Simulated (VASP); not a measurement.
# Ti3Al (Fm-3m) in VASP: single point with PBEsol

Aim: the single point of Ti3Al with PBEsol.

All numbers are computed with VASP 6.6.1; they aren't measurements. Logs are shortened: lines on timing, memory, paths and dates and some standing lists are left out, and cuts for length are marked.

### 1 The cell of the first run

The structure is cubic, space group Fm-3m (No. 225). Conventional cell: a = 6.370 Å, b = 6.370 Å, c = 6.370 Å, α = 90.00°, β = 90.00°, γ = 90.00°. Ti (site symmetry -43m) has 4 Al at 2.76 Å and 10 Ti at 2.76 to 3.18 Å within 3.6 Å. Ti (site symmetry m-3m) has 8 Ti at 2.76 Å and 6 Al at 3.18 Å within 3.6 Å. Within 3.6 Å of Al (site symmetry m-3m) lie 14 Ti at 2.76 to 3.18 Å.

### 2 Single point, PBEsol

The input, INCAR:

```
PREC = Accurate
ENCUT = 500
EDIFF = 1E-6
ISMEAR = 0
SIGMA = 0.1
LREAL = False
LASPH = True
NELM = 120
ALGO = Normal
ISIF = 2
LWAVE = False
LCHARG = False
GGA = PS
NBANDS = 28
GGA_COMPAT = False
```

The input, KPOINTS:

```
regular mesh
0
Gamma
  4 4 4
```

The input, POSCAR:

```
Ti3Al
1.0
    0.0000000000      3.1847926517      3.1847926517
    3.1847926517      0.0000000000      3.1847926517
    3.1847926517      3.1847926517      0.0000000000
Ti Al
3 1
Direct
    0.7500000000      0.7500000000      0.7500000000
    0.2500000000      0.2500000000      0.2500000000
    0.0000000000      0.0000000000      0.0000000000
    0.5000000000      0.5000000000      0.5000000000
```

Potentials or basis: VASP PAW PBE potentials, release 64 (Ti_sv, Al).

The run is started by

```console
$ cat potpaw_PBE.64/Ti_sv/POTCAR potpaw_PBE.64/Al/POTCAR > POTCAR
$ mpirun -np 1 vasp_std > vasp.out
```

OUTCAR:

```text
PREC = Accurate
   ENCUT = 500
   EDIFF = 1E-6
   ISMEAR = 0
   LREAL = False
   LASPH = True
   NELM = 120
   ISIF = 2
   GGA = PS

 ion  position               nearest neighbor table
   1  0.750  0.750  0.750-   4 2.76   4 2.76   4 2.76   3 2.76   3 2.76   3 2.76   4 2.76   3 2.76

   2  0.250  0.250  0.250-   3 2.76   3 2.76   3 2.76   4 2.76   4 2.76   4 2.76   4 2.76   3 2.76

   3  0.000  0.000  0.000-   1 2.76   1 2.76   1 2.76   2 2.76   2 2.76   2 2.76   2 2.76   1 2.76

   4  0.500  0.500  0.500-   2 2.76   2 2.76   2 2.76   1 2.76   1 2.76   1 2.76   2 2.76   1 2.76

  LATTYP: Found a face centered cubic cell.
 ALAT       =     6.3695853034

  Lattice vectors:

 A1 = (   0.0000000000,   3.1847926517,   3.1847926517)
 A2 = (   3.1847926517,   0.0000000000,   3.1847926517)
 A3 = (   3.1847926517,   3.1847926517,   0.0000000000)

Analysis of symmetry for initial positions (statically):
=====================================================================
 Subroutine PRICEL returns:
 Original cell was already a primitive cell.

 Routine SETGRP: Setting up the symmetry group for a
 face centered cubic supercell.

 Subroutine GETGRP returns: Found 48 space group operations
 (whereof 48 operations were pure point group operations)
 out of a pool of 48 trial point group operations.

The static configuration has the point symmetry O_h .

Analysis of symmetry for dynamics (positions and initial velocities):
=====================================================================
 Subroutine PRICEL returns:
 Original cell was already a primitive cell.

 Routine SETGRP: Setting up the symmetry group for a
 face centered cubic supercell.

 Subroutine GETGRP returns: Found 48 space group operations
 (whereof 48 operations were pure point group operations)
 out of a pool of 48 trial point group operations.

The dynamic configuration has the point symmetry O_h .

 Subroutine INISYM returns: Found 48 space group operations
 (whereof 48 operations are pure point group operations),
 and found     1 'primitive' translations

----------------------------------------------------------------------------------------

                                     Primitive cell

  volume of cell :      64.6061

  direct lattice vectors                    reciprocal lattice vectors
     0.000000000  3.184792652  3.184792652    -0.156996092  0.156996092  0.156996092
     3.184792652  0.000000000  3.184792652     0.156996092 -0.156996092  0.156996092
     3.184792652  3.184792652  0.000000000     0.156996092  0.156996092 -0.156996092

  length of vectors
     4.503976961  4.503976961  4.503976961     0.271925208  0.271925208  0.271925208

  position of ions in fractional coordinates (direct lattice)
     0.750000000  0.750000000  0.750000000
     0.250000000  0.250000000  0.250000000
     0.000000000  0.000000000  0.000000000
     0.500000000  0.500000000  0.500000000

  ion indices of the primitive-cell ions
   primitive index   ion index
                 1           1
                 2           2
                 3           3
                 4           4

----------------------------------------------------------------------------------------

 KPOINTS: regular mesh

Automatic generation of k-mesh.
 Grid dimensions read from file:
 generate k-points for:    4    4    4

 Generating k-lattice:

  Cartesian coordinates                     Fractional coordinates (reciprocal lattice)
    -0.039249023  0.039249023  0.039249023     0.250000000  0.000000000  0.000000000
     0.039249023 -0.039249023  0.039249023     0.000000000  0.250000000  0.000000000
     0.039249023  0.039249023 -0.039249023     0.000000000  0.000000000  0.250000000

  Length of vectors
     0.067981302  0.067981302  0.067981302

  Shift w.r.t. Gamma in fractional coordinates (k-lattice)
     0.000000000  0.000000000  0.000000000

 Subroutine IBZKPT returns following result:
 ===========================================

 Found      8 irreducible k-points:

 Following reciprocal coordinates:
            Coordinates               Weight
  0.000000  0.000000  0.000000      1.000000
  0.250000  0.000000  0.000000      8.000000
  0.500000  0.000000  0.000000      4.000000
  0.250000  0.250000  0.000000      6.000000
  0.500000  0.250000  0.000000     24.000000
 -0.250000  0.250000  0.000000     12.000000
  0.500000  0.500000  0.000000      3.000000
 -0.250000  0.500000  0.250000      6.000000
   k-points           NKPTS =      8   k-points in BZ     NKDIM =      8   number of bands    NBANDS=     28
   number of dos      NEDOS =    301   number of ions     NIONS =      4
   total plane-waves  NPLWV =  46656
   dimension x,y,z NGX =    36 NGY =   36 NGZ =   36
   dimension x,y,z NGXF=    72 NGYF=   72 NGZF=   72
   ions per type =               3   1
   NGX,Y,Z   is equivalent  to a cutoff of  13.29, 13.29, 13.29 a.u.
   NGXF,Y,Z  is equivalent  to a cutoff of  26.58, 26.58, 26.58 a.u.
 SYSTEM =  unknown system
   PREC   = accura    normal or accurate (medium, high low for compatibility)
   ISTART =      0    job   : 0-new  1-cont  2-samecut
   ICHARG =      2    charge: 1-file 2-atom 10-const
   ISPIN  =      1    spin polarized calculation?
   LNONCOLLINEAR =      F non collinear calculations
   LSORBIT =      F    spin-orbit coupling
   LASPH  =      T    aspherical Exc in radial PAW
   ENCUT  =  500.0 eV  36.75 Ry    6.06 a.u.   8.21  8.21  8.21*2*pi/ulx,y,z
   NELM   =    120;   NELMIN=  2; NELMDL= -5     # of ELM steps
   EDIFF  = 0.1E-05   stopping-criterion for ELM
   LREAL  =      F    real-space projection
   EDIFFG = 0.1E-04   stopping-criterion for IOM
   NSW    =      0    number of steps for IOM
   IBRION =     -1    ionic relax: 0-MD 1-quasi-New 2-CG
   NFREE  =      0    steps in history (QN), initial steepest desc. (CG)
   ISIF   =      2    stress and relaxation
   ISYM   =      2    0-nonsym 1-usesym 2-fastsym
   POTIM  = 0.5000    time-step for ionic-motion
   TEBEG  =    0.0;   TEEND  =   0.0 temperature during run
   PSTRESS=    0.0 pullay stress
   NELECT =      39.0000    total number of electrons
   NUPDOWN=      -1.0000    fix difference up-down
   EMIN   =  10.00;   EMAX   =-10.00  energy-range for DOS
   EFERMI =   0.00;   METHOD = LEGACY
   ISMEAR =     0;   SIGMA  =   0.10  broadening in eV -4-tet -1-fermi 0-gaus
   EFERMI_NEDOS =   21; number of points for ismear=-14 and -15
   IALGO  =     38    algorithm
   IMIX   =      4    mixing-type and parameters
     AMIX     =   0.40;   BMIX     =  1.00
     AMIX_MAG =   1.60;   BMIX_MAG =  1.00
  volume/ion in A,a.u.               =      16.15       109.00
  Fermi-wavevector in a.u.,A,eV,Ry     =   1.383583  2.614593 26.045657  1.914302
  Thomas-Fermi vector in A             =   2.508167
   LORBIT       =      0    0 simple, 1 ext, 2 COOP (PROOUT), +10 PAW based schemes
   GGA     = PS    functional components
   LHFCALC =     F    Hartree Fock is set to
   AEXX    =    0.0000 exact exchange contribution
   IVDW    =     0    specifies the selected vdW correction
   LEPSILON=     F    determine dielectric tensor
   LRPA    =     F    only Hartree local field effects (RPA)
 non-spin polarized calculation
 Gauss-broadening in eV      SIGMA  =   0.10
  energy-cutoff  :      500.00
  volume of cell :       64.61
 maximum number of plane-waves:      1676
 NGX is ok and might be reduce to    36
   NGX = 17   NGY = 17   NGZ = 17

 number of electron      39.0000009 magnetization

 Free energy of the ion-electron system (eV)
  ---------------------------------------------------
  ext. energy  EPLUGINS =         0.00000000
  ---------------------------------------------------
  free energy    TOTEN  =       -29.64701205 eV

  energy without entropy =      -29.60431078  energy(sigma->0) =      -29.62566141

 E-fermi :   8.3822     XC(G=0): -11.5764

 val. band max:        8.3383664434   @ k =  -0.2500   0.2500   0.0000
 cond. band min:       8.3847085185   @ k =   0.5000   0.0000   0.0000
 fundamental gap:      0.0463420752
 Fermi energy:         8.3822331121

 k-point     1 :       0.0000    0.0000    0.0000
  band No.  band energies     occupation
      1     -47.8603      2.00000
      2     -47.7664      2.00000
      3     -47.5862      2.00000
      4     -24.2740      2.00000
      5     -24.2740      2.00000
      6     -24.2740      2.00000
[... 20 lines left out ...]
     27      11.6668      0.00000
     28      11.6668      0.00000

 k-point     2 :       0.2500    0.0000    0.0000
  band No.  band energies     occupation
      1     -47.8385      2.00000
      2     -47.7727      2.00000
      3     -47.6022      2.00000
      4     -24.3376      2.00000
      5     -24.3289      2.00000
      6     -24.3289      2.00000
[... 20 lines left out ...]
     27      11.6240      0.00000
     28      11.6240      0.00000

 k-point     3 :       0.5000    0.0000    0.0000
  band No.  band energies     occupation
      1     -47.8048      2.00000
      2     -47.7880      2.00000
      3     -47.6210      2.00000
      4     -24.3598      2.00000
      5     -24.3598      2.00000
      6     -24.3156      2.00000
[... 20 lines left out ...]
     27      11.3455      0.00000
     28      11.3455      0.00000

 k-point     4 :       0.2500    0.2500    0.0000
  band No.  band energies     occupation
      1     -47.8316      2.00000
      2     -47.7735      2.00000
      3     -47.6084      2.00000
      4     -24.3926      2.00000
      5     -24.3926      2.00000
      6     -24.2727      2.00000
[... 20 lines left out ...]
     27      11.6337      0.00000
     28      11.6345      0.00000

 k-point     5 :       0.5000    0.2500    0.0000
  band No.  band energies     occupation
      1     -47.8010      2.00000
      2     -47.7835      2.00000
      3     -47.6294      2.00000
      4     -24.4160      2.00000
      5     -24.4082      2.00000
      6     -24.2877      2.00000
[... 20 lines left out ...]
     27      11.4126      0.00000
     28      11.4528      0.00000

 k-point     6 :      -0.2500    0.2500    0.0000
  band No.  band energies     occupation
      1     -47.8115      2.00000
      2     -47.7806      2.00000
      3     -47.6216      2.00000
      4     -24.3828      2.00000
      5     -24.3653      2.00000
      6     -24.3349      2.00000
[... 20 lines left out ...]
     27      11.5573      0.00000
     28      11.8128      0.00000

 k-point     7 :       0.5000    0.5000    0.0000
  band No.  band energies     occupation
      1     -47.7951      2.00000
      2     -47.7805      2.00000
      3     -47.6384      2.00000
      4     -24.4574      2.00000
      5     -24.4574      2.00000
      6     -24.2706      2.00000
[... 20 lines left out ...]
     27      11.1689      0.00000
     28      11.6208      0.00000

 k-point     8 :      -0.2500    0.5000    0.2500
  band No.  band energies     occupation
      1     -47.7878      2.00000
      2     -47.7878      2.00000
      3     -47.6383      2.00000
      4     -24.4657      2.00000
      5     -24.3244      2.00000
      6     -24.3244      2.00000
[... 20 lines left out ...]
     27      11.1303      0.00000
     28      11.1303      0.00000

------------------------ aborting loop because EDIFF is reached ----------------------------------------

  FORCE on cell =-STRESS in cart. coord.  units (eV):
  Direction    XX          YY          ZZ          XY          YZ          ZX
  --------------------------------------------------------------------------------------
  -------------------------------------------------------------------------------------
  Total        0.0290738      0.0290738      0.0290738      0.0000000      0.0000000      0.0000000
  in kB        0.7210050      0.7210050      0.7210050      0.0000000      0.0000000      0.0000000
  external PRESSURE =       0.7210050 kB  Pullay stress =       0.0000000 kB

 VOLUME and BASIS-vectors are now :
 -----------------------------------------------------------------------------
  energy-cutoff  :      500.00
  volume of cell :       64.61
      direct lattice vectors                 reciprocal lattice vectors
     0.000000000  3.184792652  3.184792652    -0.156996092  0.156996092  0.156996092
     3.184792652  0.000000000  3.184792652     0.156996092 -0.156996092  0.156996092
     3.184792652  3.184792652  0.000000000     0.156996092  0.156996092 -0.156996092

 POSITION                                       TOTAL-FORCE (eV/Angst)
 -----------------------------------------------------------------------------------
      4.77719      4.77719      4.77719        -0.000000      0.000000      0.000000
      1.59240      1.59240      1.59240        -0.000000     -0.000000     -0.000000
      0.00000      0.00000      0.00000         0.000000      0.000000      0.000000
      3.18479      3.18479      3.18479         0.000000      0.000000      0.000000
 -----------------------------------------------------------------------------------
    total drift:                                0.000000      0.000000      0.000000

  FREE ENERGIE OF THE ION-ELECTRON SYSTEM (eV)
  ---------------------------------------------------
  free  energy   TOTEN  =       -29.6470120472 eV

  energy  without entropy=      -29.6043107788  energy(sigma->0) =      -29.62566141
```

Wall time 31 s (1 thread of Intel Xeon 8259CL, shared host); peak memory 0.2 GiB.

What came out:

* Free energy: -29.6470 eV
* Pressure: 0.1 GPa
* Band gap on the k mesh: zero (an odd number of electrons rules out a gap without spin polarisation)

Caveat: the k points lie up to 0.43 Å⁻¹ apart, too coarse for converged energies and pressures of a metal; the PAW data sets were made with another functional, which shifts forces and pressure a little.
